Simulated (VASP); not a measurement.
# Ti12H (a cell with a defect) in VASP: a series of runs

The runs below take Ti12H (a cell with a defect) through single point, with PBE.

Program: VASP 6.6.1. These are calculated values, not measurements. Logs are shortened: lines on timing, memory, paths and dates and some standing lists are left out, and cuts for length are marked.

### 1 The cell of the first run

The cell holds a defect, 13 atoms: a = 5.900 Å, b = 8.850 Å, c = 4.685 Å, α = 90.00°, β = 90.00°, γ = 120.00°.

### 2 Single point, PBE

Input file INCAR:

```
SYSTEM = Ti12H
PREC = Accurate ; ENCUT = 520
EDIFF = 1E-6 ; ISMEAR = -1
SIGMA = 0.05 ; LREAL = .FALSE.
LASPH = .TRUE. ; NELM = 80
ALGO = Normal ; ISIF = 2
LWAVE = .FALSE. ; LCHARG = .FALSE.
GGA = PE ; NBANDS = 84
```

Input file KPOINTS:

```
Automatic mesh
0
G
  2 2 2
  0 0 0
```

Input file POSCAR:

```
Ti12H
1.0
    5.9000000000      0.0000000000      0.0000000000
   -4.4250000000      7.6643250000      0.0000000000
    0.0000000000      0.0000000000      4.6846000000
Ti H
12 1
Direct
   -0.0357792980     -0.0040447137      0.0309951757
    0.1614053168      0.2264387275      0.4725696965
   -0.0153104541      0.3345239144      0.0035221791
    0.1373090769      0.5475759444      0.5182939845
   -0.0031284919      0.6694783950     -0.0425436537
    0.1686441093      0.8870057050      0.4752166674
    0.5055459866      0.0029878691      0.0189770738
    0.6748704335      0.2258385442      0.4843316398
    0.4927836504      0.3325928898     -0.0179737864
    0.6713845917      0.5614845404      0.4575417325
    0.4760845928      0.6540562933      0.0181659053
    0.6517316821      0.9097213388      0.4799769457
    0.8745020755      0.7955168916      0.7894590787
```

Potentials or basis: VASP PAW PBE potentials, release 64 (Ti_sv, H).

On the command line:

```bash
cat potpaw_PBE.64/Ti_sv/POTCAR potpaw_PBE.64/H/POTCAR > POTCAR
mpirun -np 1 vasp_std > vasp.out
```

OUTCAR:

```text
SYSTEM = Ti12H
   PREC = Accurate
   ENCUT = 520
   EDIFF = 1E-6
   ISMEAR = -1
   LREAL = .FALSE.
   LASPH = .TRUE.
   NELM = 80
   ISIF = 2
   GGA = PE

 ion  position               nearest neighbor table
   1  0.964  0.996  0.031-  12 2.65   2 2.72   7 2.74   6 2.81
   2  0.161  0.226  0.473-   1 2.72   3 2.80   9 2.85   8 2.87  12 2.91
   3  0.985  0.335  0.004-   8 2.75   2 2.80   4 2.80  11 2.87   7 2.88   9 2.90   8 2.90   4 2.91

   4  0.137  0.548  0.518-   5 2.64   8 2.79   3 2.80  10 2.83  11 2.91   3 2.91  11 2.91
   5  0.997  0.669  0.957-  13 1.79   4 2.64   6 2.81  10 2.87  10 2.87  11 2.91
   6  0.169  0.887  0.475-   7 2.74  12 2.76   1 2.81   5 2.81  10 2.91
   7  0.506  0.003  0.019-  12 2.61   1 2.74   6 2.74   8 2.77   3 2.88  12 2.92
   8  0.675  0.226  0.484-  12 2.73   3 2.75   7 2.77   4 2.79   2 2.87   3 2.90   9 2.92
   9  0.493  0.333  0.982-  10 2.84   2 2.85   3 2.90  11 2.90   8 2.92
  10  0.671  0.561  0.458-  11 2.68   4 2.83   9 2.84   5 2.87   5 2.87   6 2.91
  11  0.476  0.654  0.018-  10 2.68   3 2.87   9 2.90   5 2.91   4 2.91   4 2.91  12 2.92
  12  0.652  0.910  0.480-   7 2.61   1 2.65   8 2.73   6 2.76   2 2.91   7 2.92  11 2.92
  13  0.875  0.796  0.789-   5 1.79

  LATTYP: Found a simple monoclinic cell.
 ALAT       =     5.9000000000
 B/A-ratio  =     0.7940000000
 C/A-ratio  =     1.3228756849
 COS(beta)  =    -0.1889822323

  Lattice vectors:

 A1 = (   5.9000000000,   0.0000000000,   0.0000000000)
 A2 = (   0.0000000000,   0.0000000000,   4.6846000000)
 A3 = (  -1.4750000000,  -7.6643250000,   0.0000000000)

Analysis of symmetry for initial positions (statically):
=====================================================================
 Subroutine PRICEL returns:
 Original cell was already a primitive cell.

 Routine SETGRP: Setting up the symmetry group for a
 simple monoclinic supercell.

 Subroutine GETGRP returns: Found  1 space group operations
 (whereof  1 operations were pure point group operations)
 out of a pool of  4 trial point group operations.

The static configuration has the point symmetry C_1 .

Analysis of symmetry for dynamics (positions and initial velocities):
=====================================================================
 Subroutine PRICEL returns:
 Original cell was already a primitive cell.

 Routine SETGRP: Setting up the symmetry group for a
 simple monoclinic supercell.

 Subroutine GETGRP returns: Found  1 space group operations
 (whereof  1 operations were pure point group operations)
 out of a pool of  4 trial point group operations.

The dynamic configuration has the point symmetry C_1 .

 Subroutine INISYM returns: Found  1 space group operations
 (whereof  1 operations are pure point group operations),
 and found     1 'primitive' translations

----------------------------------------------------------------------------------------

                                     Primitive cell

  volume of cell :     211.8354

  direct lattice vectors                    reciprocal lattice vectors
     5.900000000  0.000000000  0.000000000     0.169491525  0.097855976  0.000000000
    -4.425000000  7.664325000  0.000000000     0.000000000  0.130474634  0.000000000
     0.000000000  0.000000000  4.684600000     0.000000000  0.000000000  0.213465397

  length of vectors
     5.900000000  8.850000153  4.684600000     0.195711955  0.130474634  0.213465397

  position of ions in fractional coordinates (direct lattice)
     0.964220702  0.995955286  0.030995176
     0.161405317  0.226438728  0.472569697
     0.984689546  0.334523914  0.003522179
     0.137309077  0.547575944  0.518293984
     0.996871508  0.669478395  0.957456346
     0.168644109  0.887005705  0.475216667
     0.505545987  0.002987869  0.018977074
     0.674870433  0.225838544  0.484331640
     0.492783650  0.332592890  0.982026214
     0.671384592  0.561484540  0.457541732
     0.476084593  0.654056293  0.018165905
     0.651731682  0.909721339  0.479976946
     0.874502075  0.795516892  0.789459079

  ion indices of the primitive-cell ions
   primitive index   ion index
                 1           1
                 2           2
                 3           3
                 4           4
                 5           5
                 6           6
                 7           7
                 8           8
                 9           9
                10          10
                11          11
                12          12
                13          13

----------------------------------------------------------------------------------------

 KPOINTS: Automatic mesh

Automatic generation of k-mesh.
 Grid dimensions read from file:
 generate k-points for:    2    2    2

 Generating k-lattice:

  Cartesian coordinates                     Fractional coordinates (reciprocal lattice)
     0.084745763  0.048927988  0.000000000     0.500000000  0.000000000  0.000000000
[... 38 lines left out ...]
   LSORBIT =      F    spin-orbit coupling
   LASPH  =      T    aspherical Exc in radial PAW
   ENCUT  =  520.0 eV  38.22 Ry    6.18 a.u.  10.97 16.46  8.71*2*pi/ulx,y,z
   NELM   =     80;   NELMIN=  2; NELMDL= -5     # of ELM steps
   EDIFF  = 0.1E-05   stopping-criterion for ELM
   LREAL  =      F    real-space projection
   EDIFFG = 0.1E-04   stopping-criterion for IOM
   NSW    =      0    number of steps for IOM
   IBRION =     -1    ionic relax: 0-MD 1-quasi-New 2-CG
   NFREE  =      0    steps in history (QN), initial steepest desc. (CG)
   ISIF   =      2    stress and relaxation
   ISYM   =      2    0-nonsym 1-usesym 2-fastsym
   POTIM  = 0.5000    time-step for ionic-motion
   TEBEG  =    0.0;   TEEND  =   0.0 temperature during run
   PSTRESS=    0.0 pullay stress
   NELECT =     145.0000    total number of electrons
   NUPDOWN=      -1.0000    fix difference up-down
   EMIN   =  10.00;   EMAX   =-10.00  energy-range for DOS
   EFERMI =   0.00;   METHOD = LEGACY
   ISMEAR =    -1;   SIGMA  =   0.05  broadening in eV -4-tet -1-fermi 0-gaus
   EFERMI_NEDOS =   21; number of points for ismear=-14 and -15
   IALGO  =     38    algorithm
   IMIX   =      4    mixing-type and parameters
     AMIX     =   0.40;   BMIX     =  1.00
     AMIX_MAG =   1.60;   BMIX_MAG =  1.00
  volume/ion in A,a.u.               =      16.30       109.96
  Fermi-wavevector in a.u.,A,eV,Ry     =   1.442773  2.726446 28.321806  2.081594
  Thomas-Fermi vector in A             =   2.561256
   LORBIT       =      0    0 simple, 1 ext, 2 COOP (PROOUT), +10 PAW based schemes
   GGA     = PE    functional components
   LHFCALC =     F    Hartree Fock is set to
   AEXX    =    0.0000 exact exchange contribution
   IVDW    =     0    specifies the selected vdW correction
   LEPSILON=     F    determine dielectric tensor
   LRPA    =     F    only Hartree local field effects (RPA)
 non-spin polarized calculation
  energy-cutoff  :      520.00
  volume of cell :      211.84
 maximum number of plane-waves:      5724
 NGX is ok and might be reduce to    48
   NGX = 21   NGY = 33   NGZ = 17

 number of electron     145.0000008 magnetization

 Free energy of the ion-electron system (eV)
  ---------------------------------------------------
  ext. energy  EPLUGINS =         0.00000000
  ---------------------------------------------------
  free energy    TOTEN  =       -96.68307525 eV

  energy without entropy =      -96.56329537  energy(sigma->0) =      -96.62318531

 E-fermi :   8.1423     XC(G=0): -11.4543

 val. band max:        8.1186684412   @ k =   0.5000   0.5000   0.5000
 cond. band min:       8.1723510683   @ k =   0.5000   0.5000   0.5000
 fundamental gap:      0.0536826271
 Fermi energy:         8.1422539267

 k-point     1 :       0.0000    0.0000    0.0000
  band No.  band energies     occupation
      1     -48.6492      2.00000
      2     -48.6001      2.00000
      3     -48.5778      2.00000
      4     -48.5387      2.00000
      5     -48.5238      2.00000
      6     -48.4889      2.00000
[... 685 lines left out ...]
     83       8.8069      0.00000
     84       8.8762      0.00000

------------------------ aborting loop because EDIFF is reached ----------------------------------------

  FORCE on cell =-STRESS in cart. coord.  units (eV):
  Direction    XX          YY          ZZ          XY          YZ          ZX
  --------------------------------------------------------------------------------------
  -------------------------------------------------------------------------------------
  Total        1.0733362     -0.9300778      3.8378503     -0.6703603      0.1292076      0.2953222
  in kB        8.1179787     -7.0344705     29.0268677     -5.0701454      0.9772379      2.2336144
  external PRESSURE =      10.0367920 kB  Pullay stress =       0.0000000 kB

 VOLUME and BASIS-vectors are now :
 -----------------------------------------------------------------------------
  energy-cutoff  :      520.00
  volume of cell :      211.84
      direct lattice vectors                 reciprocal lattice vectors
     5.900000000  0.000000000  0.000000000     0.169491525  0.097855976  0.000000000
    -4.425000000  7.664325000  0.000000000     0.000000000  0.130474634  0.000000000
     0.000000000  0.000000000  4.684600000     0.000000000  0.000000000  0.213465397

 POSITION                                       TOTAL-FORCE (eV/Angst)
 -----------------------------------------------------------------------------------
      1.28180      7.63332      0.14520         0.944417      0.069842     -0.834442
     -0.04970      1.73550      2.21380         0.346591      0.556306      0.381441
      4.32940      2.56390      0.01650         0.241695      0.004547     -0.057362
     -1.61290      4.19680      2.42800         0.723553      0.290067     -0.916385
      2.91910      5.13110      4.48530         0.317117     -0.703914      1.408957
     -2.93000      6.79830      2.22620        -0.328282      0.398520      0.178076
      2.96950      0.02290      0.08890        -0.840892     -0.040788     -1.305377
      2.98240      1.73090      2.26890        -0.880744      0.162922      0.492874
      1.43570      2.54910      4.60040         0.063970     -0.140446     -0.168080
      1.47660      4.30340      2.14340        -0.112090     -0.207185      0.419895
     -0.08530      5.01290      0.08510        -0.184284      0.461623     -0.221358
     -0.18030      6.97240      2.24850         0.436180     -1.082649      1.408542
      1.63940      6.09710      3.69830        -0.727229      0.231156     -0.786782
 -----------------------------------------------------------------------------------
    total drift:                               -0.000298     -0.000597      0.000103

  FREE ENERGIE OF THE ION-ELECTRON SYSTEM (eV)
  ---------------------------------------------------
  free  energy   TOTEN  =       -96.6830752527 eV

  energy  without entropy=      -96.5632953687  energy(sigma->0) =      -96.62318531
```

Wall time 4.1 min (1 thread of Intel Xeon Platinum 8259CL at 2.50GHz (Skylake/Cascade Lake), shared host); peak memory 0.38 GiB.

Results:

| Quantity | Value |
| --- | --- |
| Free energy | -96.6831 eV |
| Pressure | 1.0 GPa |
| Largest force | 1.829 eV/Å |
| Band gap on the k mesh | zero (an odd number of electrons rules out a gap without spin polarisation) |

Forces in eV/Å, atoms in the order of the input:
```
Ti   0.944  0.070 -0.834
Ti   0.347  0.556  0.381
Ti   0.242  0.005 -0.057
Ti   0.724  0.290 -0.916
Ti   0.317 -0.704  1.409
Ti  -0.328  0.399  0.178
Ti  -0.841 -0.041 -1.305
Ti  -0.881  0.163  0.493
Ti   0.064 -0.140 -0.168
Ti  -0.112 -0.207  0.420
Ti  -0.184  0.462 -0.221
Ti   0.436 -1.083  1.409
H   -0.727  0.231 -0.787
```

Stress tensor (GPa, compression positive):
```
 0.81 -0.51  0.22
-0.51 -0.70  0.10
 0.22  0.10  2.90
```

Levels at points of the mesh, in eV from the Fermi level:
```
           k point  band 68  band 69  band 70  band 71  band 72  band 73  band 74  band 75  band 76  band 77
(0.00, 0.00, 0.00)    -0.68    -0.55    -0.43     0.17     0.26     0.33     0.38     0.49     0.60     0.63
(0.50, 0.00, 0.00)    -0.72    -0.67    -0.52    -0.45    -0.25    -0.05     0.27     0.36     0.44     0.53
(0.00, 0.50, 0.00)    -0.52    -0.34    -0.26     0.07     0.10     0.17     0.24     0.38     0.50     0.58
(0.50, 0.50, 0.00)    -0.81    -0.64    -0.62    -0.31    -0.16    -0.05     0.09     0.30     0.35     0.47
(0.00, 0.00, 0.50)    -0.46    -0.39    -0.34    -0.21    -0.14     0.11     0.16     0.27     0.39     0.50
(0.50, 0.00, 0.50)    -0.54    -0.45    -0.36    -0.27    -0.24    -0.19    -0.11    -0.10     0.10     0.21
(0.00, 0.50, 0.50)    -0.42    -0.39    -0.20    -0.18    -0.11     0.03     0.16     0.23     0.34     0.43
(0.50, 0.50, 0.50)    -0.47    -0.41    -0.34    -0.26    -0.21    -0.14    -0.07    -0.02     0.03     0.12
```

Caveat: the k points lie up to 0.67 Å⁻¹ apart, too coarse for converged energies and pressures of a metal; the atoms stand as in a frame of molecular dynamics.

### 3 Single point, PBE

Input file INCAR:

```
PREC = Accurate ; ENCUT = 520
EDIFF = 1E-7 ; ISMEAR = -1
SIGMA = 0.05 ; LREAL = F
LASPH = T ; NELM = 60
ALGO = Normal ; ISIF = 2
LWAVE = F ; LCHARG = F
GGA = PE ; NBANDS = 84
```

Input file KPOINTS:

```
regular mesh
0
Gamma
  2 2 2
```

Input file POSCAR:

```
Ti12H
1.0
    5.9000000000      0.0000000000      0.0000000000
   -4.4250000000      7.6643250000      0.0000000000
    0.0000000000      0.0000000000      4.6846000000
Ti H
12 1
Direct
   -0.0353597476     -0.0080502849      0.0274943432
    0.1692676427      0.2356110943      0.4530162661
   -0.0297629111      0.3414912598      0.0010886735
    0.1229963647      0.5491024976      0.5283268582
   -0.0105897327      0.6664905259     -0.0268112539
    0.1444275218      0.8890672042      0.4168338812
    0.5068376115      0.0116252899     -0.0073859027
    0.6656552008      0.2268171039      0.4638603082
    0.4964240574      0.3459665398     -0.0429278914
    0.6608763525      0.5454622553      0.4741920335
    0.4971754869      0.6592622312      0.0363104641
    0.6621702019      0.9081817381      0.4907142552
    0.8048482692      0.7791423250      0.6984160868
```

Potentials or basis: VASP PAW PBE potentials, release 64 (Ti_sv, H).

On the command line:

```bash
cat potpaw_PBE.64/Ti_sv/POTCAR potpaw_PBE.64/H/POTCAR > POTCAR
mpirun -np 1 vasp_std > vasp.out
```

Run time: 4.7 min. Hardware: 1 thread of Intel Xeon Platinum 8259CL at 2.50GHz (Skylake/Cascade Lake), shared host; peak memory 0.38 GiB.

Results (log left out):

* Free energy: -96.4781 eV
* Pressure: 1.0 GPa
* Largest force: 1.998 eV/Å
* Band gap on the k mesh: zero (an odd number of electrons rules out a gap without spin polarisation)

Forces on the atoms (eV/Å):
```
Ti  -0.156  0.679 -1.873
Ti  -0.056  0.192  0.422
Ti   0.816 -0.048 -0.297
Ti   1.083  0.461 -0.915
Ti   0.078  0.066  0.009
Ti   0.565 -0.211  1.850
Ti  -0.428 -0.441 -0.684
Ti  -0.589 -0.156  0.548
Ti   0.048 -0.777  0.359
Ti  -0.417  0.579 -0.111
Ti  -0.820  0.310 -0.375
Ti  -0.441 -0.559  0.562
H    0.318 -0.096  0.503
```

Stress tensor (GPa, compression positive):
```
-0.13 -0.57 -0.62
-0.57 -0.55  0.19
-0.62  0.19  3.74
```

Levels at points of the mesh, in eV from the Fermi level:
```csv
k point,band 70,band 71,band 72,band 73,band 74,band 75
"(0.00, 0.00, 0.00)",-0.39,0.09,0.23,0.27,0.40,0.50
"(0.50, 0.00, 0.00)",-0.48,-0.30,-0.18,-0.08,0.16,0.24
"(0.00, 0.50, 0.00)",-0.19,0.03,0.13,0.18,0.27,0.35
"(0.50, 0.50, 0.00)",-0.58,-0.21,-0.17,-0.09,0.06,0.24
"(0.00, 0.00, 0.50)",-0.32,-0.17,-0.11,0.02,0.18,0.26
"(0.50, 0.00, 0.50)",-0.38,-0.34,-0.16,-0.13,-0.10,-0.02
"(0.00, 0.50, 0.50)",-0.29,-0.22,-0.08,0.03,0.13,0.27
"(0.50, 0.50, 0.50)",-0.35,-0.33,-0.24,-0.14,-0.07,-0.02
```

Caveat: the k points lie up to 0.67 Å⁻¹ apart, too coarse for converged energies and pressures of a metal; the atoms stand as in a frame of molecular dynamics.

### 4 Single point, PBE

Input file INCAR:

```
ALGO = Normal ; EDIFF = 1E-6
ENCUT = 520 ; GGA = PE
ISIF = 2 ; ISMEAR = -1
LASPH = T ; LCHARG = F
LREAL = F ; LWAVE = F
NBANDS = 84 ; NELM = 100
PREC = Accurate ; SIGMA = 0.05
```

Input file KPOINTS:

```
k-points
0
Gamma
  2 2 2
```

Input file POSCAR:

```
Ti12H
1.0
    5.9000000000      0.0000000000      0.0000000000
   -4.4250000000      7.6643250000      0.0000000000
    0.0000000000      0.0000000000      4.6846000000
Ti H
12 1
Direct
   -0.0339149416     -0.0053103176      0.0222857875
    0.1731961820      0.2313576212      0.4401443026
   -0.0111994610      0.3442312271     -0.0115698245
    0.1086799514      0.5498331556      0.5296930368
   -0.0164988419      0.6540693407     -0.0134910131
    0.1262787041      0.8816823399      0.4298552705
    0.5187918837      0.0173270314     -0.0198095889
    0.6617905957      0.2393818112      0.4474021261
    0.4917180522      0.3483020357     -0.0474533578
    0.6467906420      0.5519468446      0.4692182897
    0.5051083425      0.6580879595      0.0411561286
    0.6733738035      0.9003402126      0.5052512488
    0.8181356989      0.7614238697      0.8045724288
```

On the command line:

```bash
cat potpaw_PBE.64/Ti_sv/POTCAR potpaw_PBE.64/H/POTCAR > POTCAR
mpirun -np 1 vasp_std > vasp.out
```

Wall time 4.7 min (1 thread of Intel Xeon Platinum 8259CL at 2.50GHz (Skylake/Cascade Lake), shared host); peak memory 0.38 GiB.

The run converged. Its results:

```
Free energy            : -96.1724 eV
Pressure               : 1.5 GPa
Largest force          : 1.745 eV/Å
Band gap on the k mesh : zero (an odd number of electrons rules out a gap without spin polarisation)
```

Forces in eV/Å, atoms in the order of the input:
```
Ti   0.321  0.291 -1.381
Ti  -0.576  0.263  0.778
Ti   0.331 -0.381 -0.106
Ti   1.377  0.620 -0.875
Ti   0.403  0.317  0.287
Ti   1.146  0.062  1.062
Ti  -0.745 -0.619  0.038
Ti  -0.034 -0.646  0.392
Ti   0.535 -0.945  0.041
Ti  -0.057 -0.062  0.593
Ti  -1.202  0.638 -0.376
Ti  -1.083 -0.006  0.291
H   -0.416  0.466 -0.745
```

Stress tensor (GPa, compression positive):
```
 0.37 -1.13 -0.53
-1.13  0.18  0.26
-0.53  0.26  3.88
```

Levels at points of the mesh, in eV from the Fermi level:
```csv
k point,band 69,band 70,band 71,band 72,band 73,band 74,band 75,band 76
"(0.00, 0.00, 0.00)",-0.55,-0.32,0.06,0.18,0.27,0.40,0.46,0.51
"(0.50, 0.00, 0.00)",-0.59,-0.47,-0.29,-0.20,-0.04,0.11,0.20,0.30
"(0.00, 0.50, 0.00)",-0.35,-0.16,-0.04,0.13,0.20,0.32,0.37,0.39
"(0.50, 0.50, 0.00)",-0.58,-0.51,-0.33,-0.21,-0.08,0.06,0.30,0.33
"(0.00, 0.00, 0.50)",-0.35,-0.24,-0.17,-0.09,0.00,0.07,0.25,0.41
"(0.50, 0.00, 0.50)",-0.45,-0.38,-0.34,-0.22,-0.14,-0.06,0.03,0.07
"(0.00, 0.50, 0.50)",-0.39,-0.30,-0.20,-0.18,0.05,0.15,0.28,0.31
"(0.50, 0.50, 0.50)",-0.44,-0.38,-0.34,-0.30,-0.11,-0.02,0.05,0.09
```

Caveat: the k points lie up to 0.67 Å⁻¹ apart, too coarse for converged energies and pressures of a metal; the atoms stand as in a frame of molecular dynamics.

### 5 Overview

| cell | gap on the mesh (eV) | pressure (GPa) | largest force (eV/Å) |
| --- | --- | --- | --- |
| as given, atomic positions A | none | 1.0 | 1.83 |
| as given, atomic positions B | none | 1.0 | 2.00 |
| as given, atomic positions C | none | 1.5 | 1.75 |

Alike in all rows: task single point; level PBE; potentials or basis VASP PAW PBE potentials, release 64 (Ti_sv, H); no spin polarisation; k mesh 2 × 2 × 2; cutoff (eV) 520; smearing fermi-dirac 0.05 eV.

Caveats: all runs use coarse meshes; the atoms stand as in a frame of molecular dynamics.

Total energies depend on the potentials used, so only differences within one code and one set of settings carry meaning.
